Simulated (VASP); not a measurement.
# Pb (I4/mmm) in VASP: further runs, part 2 of 2

VASP 6.6.1.

## Step 3: Single point, PBEsol (strain +0.000 along x and y, +0.050 along z)

INCAR

```
SYSTEM = Pb
PREC = Accurate ; ENCUT = 520
EDIFF = 1E-6 ; ISMEAR = 0
SIGMA = 0.15 ; LREAL = .FALSE.
LASPH = .TRUE. ; NELM = 100
ALGO = Fast ; ISIF = 2
LWAVE = .FALSE. ; LCHARG = .FALSE.
GGA = PS ; NBANDS = 13
```

KPOINTS

```
regular mesh
0
G
  18 18 18
  0 0 0
```

POSCAR

```
Pb
1.0
   -1.9796595667      1.9796595667      2.0786425450
    1.9796595667     -1.9796595667      2.0786425450
    1.9796595667      1.9796595667     -2.0786425450
Pb
1
Direct
    0.0000000000      0.0000000000      0.0000000000
```

Potentials or basis: VASP PAW PBE potentials, release 64 (Pb_d).

Launch:

```console
$ cat potpaw_PBE.64/Pb_d/POTCAR > POTCAR
$ mpirun -np 1 vasp_std > vasp.out
```

OUTCAR:

```text
SYSTEM = Pb
   PREC = Accurate
   ENCUT = 520
   EDIFF = 1E-6
   ISMEAR = 0
   LREAL = .FALSE.
   LASPH = .TRUE.
   NELM = 100
   ISIF = 2
   GGA = PS

 ion  position               nearest neighbor table
   1  0.000  0.000  0.000-

  LATTYP: Found a body centered tetragonal cell.
 ALAT       =     3.9593191334
 C/A-ratio  =     1.0500000000

  Lattice vectors:

 A1 = (  -1.9796595667,   1.9796595667,   2.0786425450)
 A2 = (   1.9796595667,  -1.9796595667,   2.0786425450)
 A3 = (   1.9796595667,   1.9796595667,  -2.0786425450)

Analysis of symmetry for initial positions (statically):
=====================================================================
 Subroutine PRICEL returns:
 Original cell was already a primitive cell.

 Routine SETGRP: Setting up the symmetry group for a
 body centered tetragonal supercell.

 Subroutine GETGRP returns: Found 16 space group operations
 (whereof 16 operations were pure point group operations)
 out of a pool of 16 trial point group operations.

The static configuration has the point symmetry D_4h.

Analysis of symmetry for dynamics (positions and initial velocities):
=====================================================================
 Subroutine PRICEL returns:
 Original cell was already a primitive cell.

 Routine SETGRP: Setting up the symmetry group for a
 body centered tetragonal supercell.

 Subroutine GETGRP returns: Found 16 space group operations
 (whereof 16 operations were pure point group operations)
 out of a pool of 16 trial point group operations.

The dynamic configuration has the point symmetry D_4h.

 Subroutine INISYM returns: Found 16 space group operations
 (whereof 16 operations are pure point group operations),
 and found     1 'primitive' translations

----------------------------------------------------------------------------------------

                                     Primitive cell

  volume of cell :      32.5852

  direct lattice vectors                    reciprocal lattice vectors
    -1.979659567  1.979659567  2.078642545     0.000000000  0.252568678  0.240541598
[... 114 lines left out ...]
   LRPA    =     F    only Hartree local field effects (RPA)
 non-spin polarized calculation
 RMM-DIIS sequential band-by-band and
 Gauss-broadening in eV      SIGMA  =   0.15
  energy-cutoff  :      520.00
  volume of cell :       32.59
 maximum number of plane-waves:       915
 NGX is ok and might be reduce to    28
   NGX = 13   NGY = 13   NGZ = 13

 number of electron      14.0000000 magnetization

 Free energy of the ion-electron system (eV)
  ---------------------------------------------------
  ext. energy  EPLUGINS =         0.00000000
  ---------------------------------------------------
  free energy    TOTEN  =        -3.93660732 eV

  energy without entropy =       -3.92949456  energy(sigma->0) =       -3.93305094

 E-fermi :   6.3052     XC(G=0): -10.0029

 val. band max:        6.2910579190   @ k =  -0.4444   0.5000   0.4444
 cond. band min:       6.3078557727   @ k =  -0.2778   0.5000   0.0556
 fundamental gap:      0.0167978538
 Fermi energy:         6.3052127582

 k-point     1 :       0.0000    0.0000    0.0000
  band No.  band energies     occupation
      1     -10.6769      2.00000
      2     -10.6769      2.00000
      3     -10.6540      2.00000
      4     -10.4887      2.00000
      5     -10.4626      2.00000
      6      -4.9802      2.00000
      7      13.2009      0.00000
      8      13.3947      0.00000
      9      13.3947      0.00000
     10      16.9689      0.00000
     11      17.0629      0.00000
     12      17.5599      0.00000
     13      17.5599      0.00000
[... 354 lines left out ...]
  band No.  band energies     occupation
      1     -10.6847      2.00000
      2     -10.6530      2.00000
      3     -10.5624      2.00000
      4     -10.5025      2.00000
      5     -10.4729      2.00000
      6      -4.2276      2.00000
      7       8.6576      0.00000
      8      11.5578      0.00000
      9      12.3775      0.00000
     10      15.4062      0.00000
     11      16.1980      0.00000
     12      16.9843      0.00000
     13      19.3513      0.00000

 [... further k-points ...]

------------------------ aborting loop because EDIFF is reached ----------------------------------------

  FORCE on cell =-STRESS in cart. coord.  units (eV):
  Direction    XX          YY          ZZ          XY          YZ          ZX
  --------------------------------------------------------------------------------------
  -------------------------------------------------------------------------------------
  Total       -0.7321668     -0.7321668     -0.5450936      0.0000000     -0.0000000      0.0000000
  in kB      -35.9997768    -35.9997768    -26.8016073      0.0000000     -0.0000000      0.0000000
  external PRESSURE =     -32.9337203 kB  Pullay stress =       0.0000000 kB

 VOLUME and BASIS-vectors are now :
 -----------------------------------------------------------------------------
  energy-cutoff  :      520.00
  volume of cell :       32.59
      direct lattice vectors                 reciprocal lattice vectors
    -1.979659567  1.979659567  2.078642545     0.000000000  0.252568678  0.240541598
     1.979659567 -1.979659567  2.078642545     0.252568678  0.000000000  0.240541598
     1.979659567  1.979659567 -2.078642545     0.252568678  0.252568678  0.000000000

 POSITION                                       TOTAL-FORCE (eV/Angst)
 -----------------------------------------------------------------------------------
      0.00000      0.00000      0.00000        -0.000000      0.000000      0.000000
 -----------------------------------------------------------------------------------
    total drift:                               -0.000000     -0.000000     -0.000000

  FREE ENERGIE OF THE ION-ELECTRON SYSTEM (eV)
  ---------------------------------------------------
  free  energy   TOTEN  =        -3.9366073245 eV

  energy  without entropy=       -3.9294945581  energy(sigma->0) =       -3.93305094
```

OSZICAR:

```text
N       E                     dE             d eps       ncg     rms          rms(c)
DAV:   1     0.106734433107E+03    0.10673E+03   -0.71290E+03 12671   0.123E+03
DAV:   2     0.130844221025E+01   -0.10543E+03   -0.10229E+03 13180   0.307E+02
DAV:   3    -0.382554587996E+01   -0.51340E+01   -0.51138E+01 15712   0.734E+01
DAV:   4    -0.394648803856E+01   -0.12094E+00   -0.12092E+00 14933   0.122E+01
DAV:   5    -0.395198582786E+01   -0.54978E-02   -0.54977E-02 17214   0.239E+00    0.524E-01
RMM:   6    -0.393940572349E+01    0.12580E-01   -0.14636E-02 14776   0.173E+00    0.263E-01
RMM:   7    -0.393655422953E+01    0.28515E-02   -0.89564E-03 14754   0.104E+00    0.948E-02
RMM:   8    -0.393653628876E+01    0.17941E-04   -0.17334E-03 17180   0.660E-01    0.162E-02
RMM:   9    -0.393659626350E+01   -0.59975E-04   -0.61768E-04 18431   0.249E-01    0.162E-02
RMM:  10    -0.393660143426E+01   -0.51708E-05   -0.19614E-04 15877   0.250E-01    0.855E-03
RMM:  11    -0.393660515619E+01   -0.37219E-05   -0.85836E-05 18601   0.102E-01    0.303E-03
RMM:  12    -0.393660695421E+01   -0.17980E-05   -0.18553E-05 14842   0.479E-02    0.301E-03
RMM:  13    -0.393660732446E+01   -0.37026E-06   -0.37161E-06  9480   0.219E-02
   1 F= -.39366073E+01 E0= -.39330509E+01  d E =-.711277E-02
```

Run time: 6 min. Hardware: 1 thread of Intel Xeon 8259CL, shared host; peak memory 0.31 GiB.

Results:

```
Free energy            : -3.9366 eV
Pressure               : -3.3 GPa
Band gap on the k mesh : zero (bands 7 and 8 overlap by 8.73 eV)
```

Levels at points of the mesh, in eV from the Fermi level:
```
           k point  band 4  band 5  band 6  band 7  band 8  band 9  band 10  band 11
(0.00, 0.00, 0.00)  -16.79  -16.77  -11.29    6.90    7.09    7.09    10.66    10.76
(0.50, 0.00, 0.00)  -16.78  -16.66   -7.91   -3.75    3.44    5.17     7.40     8.89
(0.50, 0.50, 0.00)  -16.77  -16.65   -7.70   -3.63    2.93    4.45     6.77     8.20
(0.50, 0.50, 0.50)  -16.68  -16.68   -5.48   -0.80   -0.02   -0.02     4.34     4.74
```

Caveat: the cell differs from its parent crystal (strain +0.000 along x and y, +0.050 along z); the cell stands under tension; the PAW data sets were made with another functional, which shifts forces and pressure a little; spin-orbit coupling is left out, which moves the levels of the heavy elements.

## Step 4: Single point, PBEsol (strain +0.050 along x and y, +0.000 along z)

INCAR

```
ALGO = Fast ; EDIFF = 1E-7
ENCUT = 520 ; GGA = PS
ISIF = 2 ; ISMEAR = 0
LASPH = True ; LCHARG = False
LREAL = False ; LWAVE = False
NBANDS = 13 ; NELM = 80
PREC = Accurate ; SIGMA = 0.15
```

KPOINTS

```
k-points
0
Gamma
  18 18 18
```

POSCAR

```
Pb
1.0
   -2.0786425450      2.0786425450      1.9796595667
    2.0786425450     -2.0786425450      1.9796595667
    2.0786425450      2.0786425450     -1.9796595667
Pb
1
Direct
    0.0000000000      0.0000000000      0.0000000000
```

Launch:

```console
$ cat potpaw_PBE.64/Pb_d/POTCAR > POTCAR
$ mpirun -np 1 vasp_std > vasp.out
```

It took 6.8 min on 1 thread of Intel Xeon 8259CL, shared host; peak memory 0.31 GiB.

It converged, with:

```
Free energy            : -3.8965 eV
Pressure               : -4.6 GPa
Band gap on the k mesh : zero (bands 7 and 8 overlap by 8.24 eV)
```

Stress tensor (GPa, compression positive):
```
-4.32  0.00  0.00
 0.00 -4.32  0.00
 0.00  0.00 -5.14
```

Levels at points of the mesh, in eV from the Fermi level:
| k point | band 5 | band 6 | band 7 | band 8 | band 9 | band 10 |
| --- | --- | --- | --- | --- | --- | --- |
| (0.00, 0.00, 0.00) | -16.77 | -11.00 | 6.53 | 6.53 | 6.82 | 10.07 |
| (0.50, 0.00, 0.00) | -16.68 | -7.75 | -3.46 | 2.96 | 4.52 | 6.73 |
| (0.50, 0.50, 0.00) | -16.68 | -7.96 | -3.57 | 3.46 | 5.23 | 7.34 |
| (0.50, 0.50, 0.50) | -16.70 | -5.68 | -0.49 | -0.49 | 0.28 | 4.26 |

Caveat: the cell differs from its parent crystal (strain +0.050 along x and y, +0.000 along z); the cell stands under tension; the PAW data sets were made with another functional, which shifts forces and pressure a little; spin-orbit coupling is left out, which moves the levels of the heavy elements.

## Step 5: Summary

| cell | further INCAR settings | gap on the mesh (eV) | pressure (GPa) |
| --- | --- | --- | --- |
| a = 3.373 Å, angles 108.1, 108.1, 112.2°, 1 atom | ALGO = Fast; EDIFF = 1e-06; NBANDS = 13 | none | 0.7 |
| a = 3.487 Å, angles 110.8, 110.8, 106.8°, 1 atom | ALGO = Fast; EDIFF = 1e-06; NBANDS = 13 | none | -3.3 |
| a = 3.544 Å, angles 108.2, 108.2, 112.1°, 1 atom | ALGO = Fast; EDIFF = 1e-07; NBANDS = 13 | none | -4.6 |

Alike in all rows: task single point; level PBEsol; potentials or basis VASP PAW PBE potentials, release 64 (Pb_d); no spin polarisation; k mesh 18 × 18 × 18; cutoff (eV) 520; smearing gaussian 0.15 eV.

Caveats: the PAW data sets were made with another functional, which shifts forces and pressure a little; spin-orbit coupling is left out, which moves the levels of the heavy elements; the cell stands under tension (at least some runs).

Absolute energies hang on the potentials; compare differences alone.

The gap in the log of VASP goes by the Fermi energy; the results here count the filled bands.